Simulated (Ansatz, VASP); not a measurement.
**InGa15As16: VASP beside Ansatz**

```
In Ga As
1.0
    -5.74598   -5.74598    5.74598
     5.74598    5.74598    5.74598
    -5.74598    5.74598   -5.74598
In Ga As
1 15 16
Direct
  0.25000 0.50000 0.25000
  0.50240 0.50000 0.99832
  0.25000 0.75240 0.99832
  0.75000 0.50000 0.75000
  0.50168 0.75168 0.75408
  0.25000 0.00000 0.75000
  0.99832 0.50000 0.50240
  0.75408 0.75168 0.50168
  0.50168 0.00408 0.50168
  0.25000 0.24832 0.50240
  0.99832 0.75240 0.25000
  0.75000 0.00000 0.25000
  0.50240 0.24832 0.25000
  0.99760 0.99592 0.99760
  0.74592 0.24760 0.99760
  0.99760 0.24760 0.74592
  0.98668 0.23668 0.98668
  0.25000 0.24925 0.75146
  0.99925 0.50000 0.75146
  0.50075 0.25221 0.50075
  0.25000 0.50000 0.51332
  0.00221 0.75075 0.50075
  0.75146 0.24925 0.25000
  0.51332 0.50000 0.25000
  0.25000 0.76332 0.25000
  0.99925 0.00146 0.25000
  0.75146 0.50000 0.99925
  0.50075 0.75075 0.00221
  0.25000 0.00146 0.99925
  0.74854 0.74779 0.74854
  0.49779 0.99854 0.74854
  0.74854 0.99854 0.49779
```

Alike in both runs: functional PBE; k mesh 3 × 3 × 3; occupations gaussian, width 0.05 eV; no spin polarisation.

Ansatz relaxed the structure, and its values are those at the end. VASP's run is a single point on that final structure, the one shown.

|  | VASP | Ansatz |
| --- | --- | --- |
| version | VASP 6.6.1 | Ansatz 0.2.0 |
| potentials or method | VASP PAW PBE potentials, release 64 (In_d, Ga_d, As), cutoff 520 eV | scalar-relativistic, plane waves, PAW |
| valence electrons in the cell | 288 | 448 |

|  | VASP | Ansatz | Ansatz less VASP |
| --- | --- | --- | --- |
| gap on the k mesh at the Fermi level (eV) | 0.19 | 0.18 | -0.003 |
| least direct gap on the mesh (eV) | 0.19 | 0.18 | -0.003 |
| rms of the force components (eV/Å) | 0.007 | 0.002 | -0.0047 |

VASP's potentials hold 288 valence electrons a cell and Ansatz's 448, so a difference there can come from the potentials and not from the codes.
